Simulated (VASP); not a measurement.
# BaTiO3 (Barioperovskite) (Amm2) in VASP: further runs

BaTiO3 (Barioperovskite) is run at these levels: LDA; tasks: single point.

All numbers are computed with VASP 6.6.1; they aren't measurements. Logs are shortened: lines on timing, memory, paths and dates and some standing lists are left out, and cuts for length are marked.

## 1. The cell of the first run

The structure is orthorhombic, space group Amm2 (No. 38). Conventional cell: a = 3.932 Å, b = 5.597 Å, c = 5.613 Å, α = 90.00°, β = 90.00°, γ = 90.00°. Ba (site symmetry mm2) has 12 O at 2.74 to 2.88 Å and 8 Ti at 3.37 to 3.48 Å within 3.6 Å. Within 2.5 Å of Ti (site symmetry mm2) lie 6 O at 1.90 to 2.06 Å. O (site symmetry mm2) has 2 Ti at 1.97 Å within 2.6 Å. O (site symmetry m) has 2 Ti at 1.90 to 2.06 Å within 2.5 Å.

## 2. Single point, LDA

INCAR

```
  PREC = Accurate
  ENCUT = 520
  EDIFF = 1E-6
  ISMEAR = -1
  SIGMA = 0.02
  LREAL = False
  LASPH = True
  NELM = 80
  ALGO = Normal
  ISIF = 2
  LWAVE = False
  LCHARG = False
  NBANDS = 28
```

KPOINTS

```
Automatic mesh
0
Gamma
  6 6 6
```

POSCAR

```
BaTiO3
1.0
    3.9316352889      0.0000000000      0.0000000000
    0.0000000000      2.7985588135      2.8066973133
    0.0000000000     -2.7985588135      2.8066973133
Ba Ti O
1 1 3
Direct
    0.0000000000      0.0000000000      0.0000000000
    0.5000000000      0.5124000000      0.5124000000
    0.0000000000      0.4874000000      0.4874000000
    0.5000000000      0.5052400000      0.9918400000
    0.5000000000      0.9918400000      0.5052400000
```

Potentials or basis: VASP PAW LDA potentials, release 64 (Ba_sv, Ti_sv, O).

Run with:

```console
$ cat potpaw_LDA.64/Ba_sv/POTCAR potpaw_LDA.64/Ti_sv/POTCAR potpaw_LDA.64/O/POTCAR > POTCAR
$ mpirun -np 1 vasp_std > vasp.out
```

OUTCAR:

```text
PREC = Accurate
   ENCUT = 520
   EDIFF = 1E-6
   ISMEAR = -1
   LREAL = False
   LASPH = True
   NELM = 80
   ISIF = 2

 ion  position               nearest neighbor table
   1  0.000  0.000  0.000-   3 2.74   4 2.78   5 2.78   4 2.78   5 2.78   3 2.80   3 2.80   4 2.81
                             5 2.81   5 2.81   4 2.81   3 2.88   2 3.37   2 3.37   2 3.42   2 3.42
   2  0.500  0.512  0.512-   4 1.90   5 1.90   3 1.97   3 1.97   5 2.06   4 2.06   1 3.37   1 3.37
                             1 3.42   1 3.42   1 3.42   1 3.42   1 3.48   1 3.48
   3  0.000  0.487  0.487-   2 1.97   2 1.97   1 2.74   1 2.80   1 2.80   1 2.88
   4  0.500  0.505  0.992-   2 1.90   2 2.06   1 2.78   1 2.78   1 2.81   1 2.81
   5  0.500  0.992  0.505-   2 1.90   2 2.06   1 2.78   1 2.78   1 2.81   1 2.81

  LATTYP: Found a base centered orthorhombic cell.
 ALAT       =     5.5971176270
 B/A-ratio  =     1.0029081039
 C/A-ratio  =     0.7024392823

  Lattice vectors:

 A1 = (   0.0000000000,   2.7985588135,  -2.8066973133)
 A2 = (   0.0000000000,   2.7985588135,   2.8066973133)
 A3 = (   3.9316352889,   0.0000000000,   0.0000000000)

Analysis of symmetry for initial positions (statically):
=====================================================================
 Subroutine PRICEL returns:
 Original cell was already a primitive cell.

 Routine SETGRP: Setting up the symmetry group for a
 base centered orthorhombic supercell.

 Subroutine GETGRP returns: Found  4 space group operations
 (whereof  4 operations were pure point group operations)
 out of a pool of  8 trial point group operations.

The static configuration has the point symmetry C_2v.

Analysis of symmetry for dynamics (positions and initial velocities):
=====================================================================
 Subroutine PRICEL returns:
 Original cell was already a primitive cell.

 Routine SETGRP: Setting up the symmetry group for a
 base centered orthorhombic supercell.

 Subroutine GETGRP returns: Found  4 space group operations
 (whereof  4 operations were pure point group operations)
 out of a pool of  8 trial point group operations.

The dynamic configuration has the point symmetry C_2v.

 Subroutine INISYM returns: Found  4 space group operations
 (whereof  4 operations are pure point group operations),
 and found     1 'primitive' translations

----------------------------------------------------------------------------------------

                                     Primitive cell

  volume of cell :      61.7637

  direct lattice vectors                    reciprocal lattice vectors
     3.931635289  0.000000000  0.000000000     0.254347091  0.000000000  0.000000000
     0.000000000  2.798558814  2.806697313     0.000000000  0.178663388  0.178145323
     0.000000000 -2.798558814  2.806697313     0.000000000 -0.178663388  0.178145323

  length of vectors
     3.931635289  3.963518795  3.963518795     0.254347091  0.252302125  0.252302125

  position of ions in fractional coordinates (direct lattice)
     0.000000000  0.000000000  0.000000000
     0.500000000  0.512400000  0.512400000
     0.000000000  0.487400000  0.487400000
     0.500000000  0.505240000  0.991840000
     0.500000000  0.991840000  0.505240000

  ion indices of the primitive-cell ions
   primitive index   ion index
                 1           1
                 2           2
                 3           3
                 4           4
                 5           5

----------------------------------------------------------------------------------------

 KPOINTS: Automatic mesh

Automatic generation of k-mesh.
 Grid dimensions read from file:
 generate k-points for:    6    6    6

 Generating k-lattice:

  Cartesian coordinates                     Fractional coordinates (reciprocal lattice)
     0.042391182  0.000000000  0.000000000     0.166666667  0.000000000  0.000000000
     0.000000000  0.029777231  0.029690887     0.000000000  0.166666667  0.000000000
     0.000000000 -0.029777231  0.029690887     0.000000000  0.000000000  0.166666667

  Length of vectors
     0.042391182  0.042050354  0.042050354

  Shift w.r.t. Gamma in fractional coordinates (k-lattice)
     0.000000000  0.000000000  0.000000000

 Subroutine IBZKPT returns following result:
 ===========================================

 Found     52 irreducible k-points:

 Following reciprocal coordinates:
            Coordinates               Weight
  0.000000  0.000000  0.000000      1.000000
  0.166667  0.000000  0.000000      2.000000
  0.333333  0.000000  0.000000      2.000000
  0.500000  0.000000  0.000000      1.000000
  0.000000  0.166667  0.000000      4.000000
  0.166667  0.166667  0.000000      8.000000
[... 16 lines left out ...]
  0.333333  0.333333  0.166667      8.000000
  0.500000  0.333333  0.166667      4.000000
 [... further k-points ...]
   k-points           NKPTS =     52   k-points in BZ     NKDIM =     52   number of bands    NBANDS=     28
   number of dos      NEDOS =    301   number of ions     NIONS =      5
   total plane-waves  NPLWV =  27000
   dimension x,y,z NGX =    30 NGY =   30 NGZ =   30
   dimension x,y,z NGXF=    60 NGYF=   60 NGZF=   60
   ions per type =               1   1   3
   NGX,Y,Z   is equivalent  to a cutoff of  12.69, 12.58, 12.58 a.u.
   NGXF,Y,Z  is equivalent  to a cutoff of  25.37, 25.17, 25.17 a.u.
 SYSTEM =  unknown system
   PREC   = accura    normal or accurate (medium, high low for compatibility)
   ISTART =      0    job   : 0-new  1-cont  2-samecut
   ICHARG =      2    charge: 1-file 2-atom 10-const
   ISPIN  =      1    spin polarized calculation?
   LNONCOLLINEAR =      F non collinear calculations
   LSORBIT =      F    spin-orbit coupling
   LASPH  =      T    aspherical Exc in radial PAW
   ENCUT  =  520.0 eV  38.22 Ry    6.18 a.u.   7.31  7.37  7.37*2*pi/ulx,y,z
   NELM   =     80;   NELMIN=  2; NELMDL= -5     # of ELM steps
   EDIFF  = 0.1E-05   stopping-criterion for ELM
   LREAL  =      F    real-space projection
   EDIFFG = 0.1E-04   stopping-criterion for IOM
   NSW    =      0    number of steps for IOM
   IBRION =     -1    ionic relax: 0-MD 1-quasi-New 2-CG
   NFREE  =      0    steps in history (QN), initial steepest desc. (CG)
   ISIF   =      2    stress and relaxation
   ISYM   =      2    0-nonsym 1-usesym 2-fastsym
   POTIM  = 0.5000    time-step for ionic-motion
   TEBEG  =    0.0;   TEEND  =   0.0 temperature during run
   PSTRESS=    0.0 pullay stress
   NELECT =      40.0000    total number of electrons
   NUPDOWN=      -1.0000    fix difference up-down
   EMIN   =  10.00;   EMAX   =-10.00  energy-range for DOS
   EFERMI =   0.00;   METHOD = LEGACY
   ISMEAR =    -1;   SIGMA  =   0.02  broadening in eV -4-tet -1-fermi 0-gaus
   EFERMI_NEDOS =   21; number of points for ismear=-14 and -15
   IALGO  =     38    algorithm
   IMIX   =      4    mixing-type and parameters
     AMIX     =   0.40;   BMIX     =  1.00
     AMIX_MAG =   1.60;   BMIX_MAG =  1.00
  volume/ion in A,a.u.               =      12.35        83.36
  Fermi-wavevector in a.u.,A,eV,Ry     =   1.416393  2.676595 27.295585  2.006169
  Thomas-Fermi vector in A             =   2.537732
   LORBIT       =      0    0 simple, 1 ext, 2 COOP (PROOUT), +10 PAW based schemes
   GGA     = CA    functional components
   LHFCALC =     F    Hartree Fock is set to
   AEXX    =    0.0000 exact exchange contribution
   IVDW    =     0    specifies the selected vdW correction
   LEPSILON=     F    determine dielectric tensor
   LRPA    =     F    only Hartree local field effects (RPA)
 non-spin polarized calculation
  energy-cutoff  :      520.00
  volume of cell :       61.76
 maximum number of plane-waves:      1703
 NGX is ok and might be reduce to    30
   NGX = 15   NGY = 15   NGZ = 15

 number of electron      40.0000003 magnetization

 Free energy of the ion-electron system (eV)
  ---------------------------------------------------
  ext. energy  EPLUGINS =         0.00000000
  ---------------------------------------------------
  free energy    TOTEN  =       -44.14848122 eV

  energy without entropy =      -44.14848122  energy(sigma->0) =      -44.14848122

 E-fermi :   4.2780     XC(G=0): -11.9258

 val. band max:        3.8207549191   @ k =   0.5000   0.5000   0.5000
 cond. band min:       5.6584457293   @ k =   0.0000   0.0000   0.0000
 fundamental gap:      1.8376908101
 Fermi energy:         4.2780220667

 k-point     1 :       0.0000    0.0000    0.0000
  band No.  band energies     occupation
      1     -51.8300      2.00000
      2     -28.4869      2.00000
      3     -28.4836      2.00000
      4     -28.4679      2.00000
      5     -20.7698      2.00000
      6     -12.8394      2.00000
[... 20 lines left out ...]
     27       8.8086      0.00000
     28      11.4202      0.00000

 k-point     2 :       0.1667    0.0000    0.0000
  band No.  band energies     occupation
      1     -51.8296      2.00000
      2     -28.4862      2.00000
      3     -28.4856      2.00000
      4     -28.4826      2.00000
      5     -20.7315      2.00000
      6     -12.8769      2.00000
[... 20 lines left out ...]
     27       9.3499      0.00000
     28      12.0970      0.00000

 k-point     3 :       0.3333    0.0000    0.0000
  band No.  band energies     occupation
      1     -51.8289      2.00000
      2     -28.5200      2.00000
      3     -28.4847      2.00000
      4     -28.4813      2.00000
      5     -20.6528      2.00000
      6     -13.0579      2.00000
[... 20 lines left out ...]
     27      10.6645      0.00000
     28      12.2294      0.00000

 k-point     4 :       0.5000    0.0000    0.0000
  band No.  band energies     occupation
      1     -51.8285      2.00000
      2     -28.5371      2.00000
      3     -28.4840      2.00000
      4     -28.4806      2.00000
      5     -20.6123      2.00000
      6     -13.1712      2.00000
[... 578 lines left out ...]
     27      11.3904      0.00000
     28      12.5188      0.00000

 k-point    23 :       0.3333    0.3333    0.1667
  band No.  band energies     occupation
      1     -51.8276      2.00000
      2     -28.5291      2.00000
      3     -28.5159      2.00000
      4     -28.4965      2.00000
      5     -20.5525      2.00000
      6     -12.6261      2.00000
[... 20 lines left out ...]
     27      12.2494      0.00000
     28      12.3397      0.00000

 k-point    24 :       0.5000    0.3333    0.1667
  band No.  band energies     occupation
      1     -51.8272      2.00000
      2     -28.5326      2.00000
      3     -28.5280      2.00000
      4     -28.4958      2.00000
      5     -20.5250      2.00000
      6     -12.5639      2.00000
[... 20 lines left out ...]
     27      12.1429      0.00000
     28      12.5900      0.00000

 [... further k-points ...]

------------------------ aborting loop because EDIFF is reached ----------------------------------------

  FORCE on cell =-STRESS in cart. coord.  units (eV):
  Direction    XX          YY          ZZ          XY          YZ          ZX
  --------------------------------------------------------------------------------------
  -------------------------------------------------------------------------------------
  Total        0.2960789      0.3714020      0.1006524      0.0000000      0.0000000      0.0000000
  in kB        7.6804162      9.6343319      2.6109687      0.0000000      0.0000000      0.0000000
  external PRESSURE =       6.6419056 kB  Pullay stress =       0.0000000 kB

 VOLUME and BASIS-vectors are now :
 -----------------------------------------------------------------------------
  energy-cutoff  :      520.00
  volume of cell :       61.76
      direct lattice vectors                 reciprocal lattice vectors
     3.931635289  0.000000000  0.000000000     0.254347091  0.000000000  0.000000000
     0.000000000  2.798558814  2.806697313     0.000000000  0.178663388  0.178145323
     0.000000000 -2.798558814  2.806697313     0.000000000 -0.178663388  0.178145323

 POSITION                                       TOTAL-FORCE (eV/Angst)
 -----------------------------------------------------------------------------------
      0.00000      0.00000      0.00000         0.000000      0.000000      0.169188
      1.96582      0.00000      2.87630         0.000000      0.000000     -0.019641
      0.00000      0.00000      2.73597         0.000000      0.000000      0.209062
      1.96582     -1.36178      4.20185         0.000000     -0.118393     -0.179304
      1.96582      1.36178      4.20185         0.000000      0.118393     -0.179304
 -----------------------------------------------------------------------------------
    total drift:                                0.000000      0.000000      0.000155

  FREE ENERGIE OF THE ION-ELECTRON SYSTEM (eV)
  ---------------------------------------------------
  free  energy   TOTEN  =       -44.1484812186 eV

  energy  without entropy=      -44.1484812186  energy(sigma->0) =      -44.14848122
```

It took 2.8 min on 1 thread of AMD EPYC 7R13, shared host; peak memory 0.18 GiB.

Results:

* Free energy: -44.1485 eV
* Pressure: 0.7 GPa
* Largest force: 0.215 eV/Å
* Band gap on the k mesh: 1.84 eV, indirect (least direct gap 2.00 eV)

Forces on the atoms (eV/Å):
```
Ba   0.000  0.000  0.169
Ti   0.000  0.000 -0.020
O    0.000  0.000  0.209
O    0.000 -0.118 -0.179
O    0.000  0.118 -0.179
```

Stress tensor (GPa, compression positive):
```
0.77 0.00 0.00
0.00 0.96 0.00
0.00 0.00 0.26
```

Caveat: spin-orbit coupling is left out, which moves the levels of the heavy elements. A k mesh can miss the band edges.

## 3. Single point, LDA

This run uses another cell than the first one, of 12.87 Å³/atom, 1.042 times its volume.

INCAR

```
SYSTEM = BaTiO3
ALGO = Normal
EDIFF = 1E-6
ENCUT = 520
GGA = CA
ISIF = 2
ISMEAR = -1
LASPH = .True.
LCHARG = .False.
LREAL = .False.
LWAVE = .False.
NBANDS = 28
NELM = 100
PREC = Accurate
SIGMA = 0.02
```

KPOINTS

```
k-points
0
Gamma
  6 6 6
  0 0 0
```

Changes to POSCAR since step 2:

```diff
@@ -2,5 +2,5 @@
 1.0
-    3.9316352889      0.0000000000      0.0000000000
-    0.0000000000      2.7985588135      2.8066973133
-    0.0000000000     -2.7985588135      2.8066973133
+    3.9855000000      0.0000000000      0.0000000000
+    0.0000000000      2.8369000000      2.8451500000
+    0.0000000000     -2.8369000000      2.8451500000
 Ba Ti O
```

Potentials or basis: VASP PAW LDA potentials, release 64 (Ba_sv, Ti_sv, O).

Run with:

```console
$ cat potpaw_LDA.64/Ba_sv/POTCAR potpaw_LDA.64/Ti_sv/POTCAR potpaw_LDA.64/O/POTCAR > POTCAR
$ mpirun -np 1 vasp_std > vasp.out
```

Run time: 2.2 min. Hardware: 1 thread of AMD EPYC 7R13, shared host; peak memory 0.19 GiB.

Results (log left out):

* Free energy: -44.1014 eV
* Pressure: -6.6 GPa
* Largest force: 0.297 eV/Å
* Band gap on the k mesh: 1.76 eV, indirect (least direct gap 1.96 eV)

Forces in eV/Å, atoms in the order of the input:
```
Ba   0.000  0.000  0.162
Ti   0.000  0.000  0.199
O    0.000  0.000  0.229
O    0.000  0.037 -0.295
O    0.000 -0.037 -0.295
```

Stress tensor (GPa, compression positive):
```
-6.51  0.00  0.00
 0.00 -6.33  0.00
 0.00  0.00 -6.96
```

Levels at points of the mesh, in eV from the valence-band top:
```tsv
k point	band 16	band 17	band 18	band 19	band 20	band 21	band 22	band 23	band 24	band 25
(0.00, 0.00, 0.00)	-1.17	-1.11	-0.36	-0.25	-0.20	1.76	1.83	1.99	4.04	4.09
(0.50, 0.00, 0.00)	-2.04	-1.85	-1.76	-0.83	-0.78	1.97	3.47	3.56	4.03	5.88
(0.00, 0.50, 0.00)	-1.97	-1.87	-1.72	-0.83	-0.75	2.02	3.50	3.53	4.08	6.00
(0.50, 0.50, 0.00)	-2.73	-1.73	-0.89	-0.88	-0.09	3.52	3.54	3.91	4.79	7.65
(0.00, 0.50, 0.50)	-2.74	-1.68	-0.91	-0.87	-0.14	3.51	3.57	3.91	4.91	7.69
(0.50, 0.50, 0.50)	-2.41	-2.40	-0.05	-0.01	0.00	4.13	4.18	4.19	6.54	6.60
```

Caveat: spin-orbit coupling is left out, which moves the levels of the heavy elements. A k mesh can miss the band edges.
